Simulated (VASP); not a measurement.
# SrCl2 (I4/mmm) in VASP: further runs

The runs below take SrCl2 through single point, with LDA.

Program: VASP 6.6.1. These are calculated values, not measurements. Logs are shortened: lines on timing, memory, paths and dates and some standing lists are left out, and cuts for length are marked.

## (1) The cell of the first run

It takes space group I4/mmm (No. 139, tetragonal). The conventional cell has a = 4.929 Å, b = 4.929 Å, c = 6.832 Å, α = 90.00°, β = 90.00°, γ = 90.00°. Sr (site symmetry 4/mmm) has 8 Cl at 3.00 Å within 3.9 Å. Cl (site symmetry -4m2) has 4 Sr at 3.00 Å and 6 Cl at 3.42 to 3.49 Å within 3.9 Å.

## (2) Single point, LDA (zz strain of -2 %)

INCAR reads:

```
SYSTEM = SrCl2
  PREC = Accurate
  ENCUT = 520
  EDIFF = 1E-6
  ISMEAR = -1
  SIGMA = 0.01
  LREAL = .FALSE.
  LASPH = .TRUE.
  NELM = 60
  ALGO = Normal
  ISIF = 2
  LWAVE = .FALSE.
  LCHARG = .FALSE.
  NBANDS = 19
```

KPOINTS reads:

```
regular mesh
0
G
  8 8 8
  0 0 0
```

POSCAR reads:

```
SrCl2
1.0
    0.0000000000      3.4855000000      3.4157900000
    3.4855000000      0.0000000000      3.4157900000
    3.4855000000      3.4855000000      0.0000000000
Sr Cl
1 2
Direct
    0.0000000000      0.0000000000      0.0000000000
    0.2500000000      0.2500000000      0.2500000000
    0.7500000000      0.7500000000      0.7500000000
```

Potentials or basis: VASP PAW LDA potentials, release 64 (Sr_sv, Cl).

On the command line:

```bash
$ cat potpaw_LDA.64/Sr_sv/POTCAR potpaw_LDA.64/Cl/POTCAR > POTCAR
$ mpirun -np 1 vasp_std > vasp.out
```

OUTCAR:

```text
SYSTEM = SrCl2
   PREC = Accurate
   ENCUT = 520
   EDIFF = 1E-6
   ISMEAR = -1
   LREAL = .FALSE.
   LASPH = .TRUE.
   NELM = 60
   ISIF = 2

 ion  position               nearest neighbor table
   1  0.000  0.000  0.000-   3 3.00   2 3.00   3 3.00   2 3.00   3 3.00   3 3.00   2 3.00   2 3.00

   2  0.250  0.250  0.250-   1 3.00   1 3.00   1 3.00   1 3.00
   3  0.750  0.750  0.750-   1 3.00   1 3.00   1 3.00   1 3.00

  LATTYP: Found a body centered tetragonal cell.
 ALAT       =     4.9292413717
 C/A-ratio  =     1.3859292911

  Lattice vectors:

 A1 = (   0.0000000000,  -3.4855000000,  -3.4157900000)
 A2 = (   0.0000000000,   3.4855000000,  -3.4157900000)
 A3 = (   3.4855000000,   0.0000000000,   3.4157900000)

Analysis of symmetry for initial positions (statically):
=====================================================================
 Subroutine PRICEL returns:
 Original cell was already a primitive cell.

 Routine SETGRP: Setting up the symmetry group for a
 body centered tetragonal supercell.

 Subroutine GETGRP returns: Found 16 space group operations
 (whereof 16 operations were pure point group operations)
 out of a pool of 16 trial point group operations.

The static configuration has the point symmetry D_4h.

Analysis of symmetry for dynamics (positions and initial velocities):
=====================================================================
 Subroutine PRICEL returns:
 Original cell was already a primitive cell.

 Routine SETGRP: Setting up the symmetry group for a
 body centered tetragonal supercell.

 Subroutine GETGRP returns: Found 16 space group operations
 (whereof 16 operations were pure point group operations)
 out of a pool of 16 trial point group operations.

The dynamic configuration has the point symmetry D_4h.

 Subroutine INISYM returns: Found 16 space group operations
 (whereof 16 operations are pure point group operations),
 and found     1 'primitive' translations

----------------------------------------------------------------------------------------

                                     Primitive cell

  volume of cell :      82.9949

  direct lattice vectors                    reciprocal lattice vectors
     0.000000000  3.485500000  3.415790000    -0.143451442  0.143451442  0.146379022
     3.485500000  0.000000000  3.415790000     0.143451442 -0.143451442  0.146379022
     3.485500000  3.485500000  0.000000000     0.143451442  0.143451442 -0.146379022

  length of vectors
     4.880197903  4.880197903  4.929241372     0.250166845  0.250166845  0.250166845

  position of ions in fractional coordinates (direct lattice)
     0.000000000  0.000000000  0.000000000
     0.250000000  0.250000000  0.250000000
     0.750000000  0.750000000  0.750000000

  ion indices of the primitive-cell ions
   primitive index   ion index
                 1           1
                 2           2
                 3           3

----------------------------------------------------------------------------------------

 KPOINTS: regular mesh

Automatic generation of k-mesh.
 Grid dimensions read from file:
 generate k-points for:    8    8    8

 Generating k-lattice:

  Cartesian coordinates                     Fractional coordinates (reciprocal lattice)
    -0.017931430  0.017931430  0.018297378     0.125000000  0.000000000  0.000000000
     0.017931430 -0.017931430  0.018297378     0.000000000  0.125000000  0.000000000
     0.017931430  0.017931430 -0.018297378    -0.000000000 -0.000000000  0.125000000

  Length of vectors
     0.031270856  0.031270856  0.031270856

  Shift w.r.t. Gamma in fractional coordinates (k-lattice)
     0.000000000  0.000000000  0.000000000

 Subroutine IBZKPT returns following result:
 ===========================================

 Found     59 irreducible k-points:

 Following reciprocal coordinates:
            Coordinates               Weight
  0.000000  0.000000  0.000000      1.000000
  0.125000  0.000000  0.000000      8.000000
  0.250000  0.000000  0.000000      8.000000
  0.375000  0.000000  0.000000      8.000000
  0.500000  0.000000  0.000000      4.000000
  0.125000  0.125000  0.000000      2.000000
[... 16 lines left out ...]
  0.250000  0.000000  0.125000     16.000000
  0.375000  0.000000  0.125000     16.000000
 [... further k-points ...]
   k-points           NKPTS =     59   k-points in BZ     NKDIM =     59   number of bands    NBANDS=     19
   number of dos      NEDOS =    301   number of ions     NIONS =      3
   total plane-waves  NPLWV =  51840
   dimension x,y,z NGX =    36 NGY =   36 NGZ =   40
   dimension x,y,z NGXF=    72 NGYF=   72 NGZF=   80
   ions per type =               1   2
   NGX,Y,Z   is equivalent  to a cutoff of  12.26, 12.26, 13.49 a.u.
   NGXF,Y,Z  is equivalent  to a cutoff of  24.53, 24.53, 26.98 a.u.
 SYSTEM =  SrCl2
   PREC   = accura    normal or accurate (medium, high low for compatibility)
   ISTART =      0    job   : 0-new  1-cont  2-samecut
   ICHARG =      2    charge: 1-file 2-atom 10-const
   ISPIN  =      1    spin polarized calculation?
   LNONCOLLINEAR =      F non collinear calculations
   LSORBIT =      F    spin-orbit coupling
   LASPH  =      T    aspherical Exc in radial PAW
   ENCUT  =  520.0 eV  38.22 Ry    6.18 a.u.   9.07  9.07  9.17*2*pi/ulx,y,z
   NELM   =     60;   NELMIN=  2; NELMDL= -5     # of ELM steps
   EDIFF  = 0.1E-05   stopping-criterion for ELM
   LREAL  =      F    real-space projection
   EDIFFG = 0.1E-04   stopping-criterion for IOM
   NSW    =      0    number of steps for IOM
   IBRION =     -1    ionic relax: 0-MD 1-quasi-New 2-CG
   NFREE  =      0    steps in history (QN), initial steepest desc. (CG)
   ISIF   =      2    stress and relaxation
   ISYM   =      2    0-nonsym 1-usesym 2-fastsym
   POTIM  = 0.5000    time-step for ionic-motion
   TEBEG  =    0.0;   TEEND  =   0.0 temperature during run
   PSTRESS=    0.0 pullay stress
   NELECT =      24.0000    total number of electrons
   NUPDOWN=      -1.0000    fix difference up-down
   EMIN   =  10.00;   EMAX   =-10.00  energy-range for DOS
   EFERMI =   0.00;   METHOD = LEGACY
   ISMEAR =    -1;   SIGMA  =   0.01  broadening in eV -4-tet -1-fermi 0-gaus
   EFERMI_NEDOS =   21; number of points for ismear=-14 and -15
   IALGO  =     38    algorithm
   IMIX   =      4    mixing-type and parameters
     AMIX     =   0.40;   BMIX     =  1.00
     AMIX_MAG =   1.60;   BMIX_MAG =  1.00
  volume/ion in A,a.u.               =      27.66       186.69
  Fermi-wavevector in a.u.,A,eV,Ry     =   1.082584  2.045786 15.945856  1.171987
  Thomas-Fermi vector in A             =   2.218629
   LORBIT       =      0    0 simple, 1 ext, 2 COOP (PROOUT), +10 PAW based schemes
   GGA     = CA    functional components
   LHFCALC =     F    Hartree Fock is set to
   AEXX    =    0.0000 exact exchange contribution
   IVDW    =     0    specifies the selected vdW correction
   LEPSILON=     F    determine dielectric tensor
   LRPA    =     F    only Hartree local field effects (RPA)
 non-spin polarized calculation
  energy-cutoff  :      520.00
  volume of cell :       82.99
 maximum number of plane-waves:      2272
   NGX = 19   NGY = 19   NGZ = 19

 number of electron      24.0000002 magnetization

 Free energy of the ion-electron system (eV)
  ---------------------------------------------------
  ext. energy  EPLUGINS =         0.00000000
  ---------------------------------------------------
  free energy    TOTEN  =       -14.04945881 eV

  energy without entropy =      -14.04945881  energy(sigma->0) =      -14.04945881

 E-fermi :   0.4168     XC(G=0):  -8.8959

 val. band max:        0.2027085554   @ k =   0.5000   0.5000   0.0000
 cond. band min:       5.0738241377   @ k =   0.0000   0.0000   0.0000
 fundamental gap:      4.8711155823
 Fermi energy:         0.4168106862

 k-point     1 :       0.0000    0.0000    0.0000
  band No.  band energies     occupation
      1     -32.5118      2.00000
      2     -14.6262      2.00000
      3     -14.6225      2.00000
      4     -14.6225      2.00000
      5     -13.1935      2.00000
      6     -12.2597      2.00000
[... 11 lines left out ...]
     18       8.9196      0.00000
     19       9.4258      0.00000

 k-point     2 :       0.1250    0.0000    0.0000
  band No.  band energies     occupation
      1     -32.5113      2.00000
      2     -14.6914      2.00000
      3     -14.6272      2.00000
      4     -14.6251      2.00000
      5     -13.0851      2.00000
      6     -12.2977      2.00000
[... 11 lines left out ...]
     18       8.7726      0.00000
     19       9.6483      0.00000

 k-point     3 :       0.2500    0.0000    0.0000
  band No.  band energies     occupation
      1     -32.5099      2.00000
      2     -14.8234      2.00000
      3     -14.6328      2.00000
      4     -14.6314      2.00000
      5     -12.8736      2.00000
      6     -12.3648      2.00000
[... 11 lines left out ...]
     18       8.6394      0.00000
     19       9.5784      0.00000

 k-point     4 :       0.3750    0.0000    0.0000
  band No.  band energies     occupation
      1     -32.5085      2.00000
      2     -14.9279      2.00000
      3     -14.6383      2.00000
      4     -14.6376      2.00000
      5     -12.7640      2.00000
      6     -12.3495      2.00000
[... 407 lines left out ...]
     18       8.5939      0.00000
     19       9.2172      0.00000

 k-point    23 :       0.2500    0.0000    0.1250
  band No.  band energies     occupation
      1     -32.5100      2.00000
      2     -14.8080      2.00000
      3     -14.6422      2.00000
      4     -14.6359      2.00000
      5     -12.8646      2.00000
      6     -12.3728      2.00000
[... 11 lines left out ...]
     18       8.8052      0.00000
     19       9.2175      0.00000

 k-point    24 :       0.3750    0.0000    0.1250
  band No.  band energies     occupation
      1     -32.5086      2.00000
      2     -14.9025      2.00000
      3     -14.6646      2.00000
      4     -14.6421      2.00000
      5     -12.7126      2.00000
      6     -12.3925      2.00000
[... 11 lines left out ...]
     18       8.5277      0.00000
     19       9.3802      0.00000

 [... further k-points ...]

------------------------ aborting loop because EDIFF is reached ----------------------------------------

  FORCE on cell =-STRESS in cart. coord.  units (eV):
  Direction    XX          YY          ZZ          XY          YZ          ZX
  --------------------------------------------------------------------------------------
  -------------------------------------------------------------------------------------
  Total       -1.2067048     -1.2067048     -0.6627732      0.0000000      0.0000000     -0.0000000
  in kB      -23.2948695    -23.2948695    -12.7945248      0.0000000      0.0000000     -0.0000000
  external PRESSURE =     -19.7947546 kB  Pullay stress =       0.0000000 kB

 VOLUME and BASIS-vectors are now :
 -----------------------------------------------------------------------------
  energy-cutoff  :      520.00
  volume of cell :       82.99
      direct lattice vectors                 reciprocal lattice vectors
     0.000000000  3.485500000  3.415790000    -0.143451442  0.143451442  0.146379022
     3.485500000  0.000000000  3.415790000     0.143451442 -0.143451442  0.146379022
     3.485500000  3.485500000  0.000000000     0.143451442  0.143451442 -0.146379022

 POSITION                                       TOTAL-FORCE (eV/Angst)
 -----------------------------------------------------------------------------------
      0.00000      0.00000      0.00000         0.000000     -0.000000      0.000000
      1.74275      1.74275      1.70789        -0.000000     -0.000000      0.000000
      5.22825      5.22825      5.12369         0.000000      0.000000     -0.000000
 -----------------------------------------------------------------------------------
    total drift:                                0.000000      0.000000      0.000000

  FREE ENERGIE OF THE ION-ELECTRON SYSTEM (eV)
  ---------------------------------------------------
  free  energy   TOTEN  =       -14.0494588068 eV

  energy  without entropy=      -14.0494588068  energy(sigma->0) =      -14.04945881
```

Run time: 39 s. Hardware: 1 thread of Intel Xeon Platinum 8559C (Emerald Rapids), shared host; peak memory 0.23 GiB.

What came out:

| Property | Result |
| --- | --- |
| Free energy | -14.0495 eV |
| Pressure | -2.0 GPa |
| Band gap on the k mesh | 4.87 eV, indirect (least direct gap 5.05 eV) |

Stress tensor (GPa, compression positive):
```
-2.33  0.00  0.00
 0.00 -2.33  0.00
 0.00  0.00 -1.28
```

Caveat: the cell differs from its parent crystal (zz strain of -2 %).

(Part 1 of 2 ends here.)
